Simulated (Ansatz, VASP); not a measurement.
# Al: VASP beside Ansatz

Contents of INCAR:

```
SYSTEM = Al
PREC = Accurate
ENCUT = 520
EDIFF = 1E-6
ISMEAR = -1
SIGMA = 0.1
LREAL = .FALSE.
LASPH = .TRUE.
NELM = 100
ALGO = Normal
ISIF = 2
LWAVE = .FALSE.
LCHARG = .TRUE.
GGA = B5
ALDAX = 1.0
AGGAX = 1.0
AGGAC = 1.0
ALDAC = 0.0
LELF = .TRUE.
LVHAR = .TRUE.
NBANDS = 10
```

Contents of KPOINTS:

```
Automatic mesh
0
G
  17 17 12
  0 0 0
```

File POSCAR:

```
Al
1.0
   -3.1907893566      2.7793457753      1.3569638667
    2.7793457753     -3.1907893566      1.3569638667
    2.4519488464      2.4519488464     -2.1105235393
Al
2
Direct
    0.9885491666      0.0114508334      0.0000000000
    0.7614508334      0.2385491666      0.5000000000
```

Input for Ansatz:

```yaml
crystal:
  lattice:
    - [-3.1907893566, 2.7793457753, 1.3569638667]
    - [2.7793457753, -3.1907893566, 1.3569638667]
    - [2.4519488464, 2.4519488464, -2.1105235393]
  atoms:
    - { symbol: Al, position: [0.9885491666, 0.0114508334, 0.0] }
    - { symbol: Al, position: [0.7614508334, 0.2385491666, 0.5] }
hamiltonian:
  xc: blyp
  pseudopotentials:
    kind: paw
    azcp:
      Al: "pseudopotentials/Al.paw.azcp"
basis:
  ecutwfc: 420
  fft_grid_basis: typed
kpoints:
  mp_grid: { grid: [17, 17, 12], shift: [0, 0, 0] }
magnetization:
  spin_polarized: false
scf:
  occupations: { method: fermi_dirac, width: 0.1 }
  lower_state_search: "off"
output:
  stress: true
  write_density: true
  write_potential: true
  elf: true
  volumetric_format: npy
```

Alike in both runs: task single point; functional BLYP; k mesh 17 × 17 × 12; occupations fermi-dirac, width 0.1 eV; no spin polarisation.

|  | VASP | Ansatz |
| --- | --- | --- |
| version | VASP 6.6.1 | Ansatz 0.2.0 |
| potentials or method | VASP PAW PBE potentials, release 64 (Al), cutoff 520 eV | plane waves (420 eV) with PAW, scalar-relativistic |
| valence electrons in the cell | 6 | 6 |

|  | VASP | Ansatz | Ansatz less VASP |
| --- | --- | --- | --- |
| pressure (GPa) | 5.6 | 5.4 | -0.12 |
| traceless stress, the component that is largest in VASP (GPa) | -0.24 | -0.23 | +0.010 |

VASP's potentials were made for PBE, not for BLYP. The functional is the same, so the differences come from potentials, cutoffs and numerics.
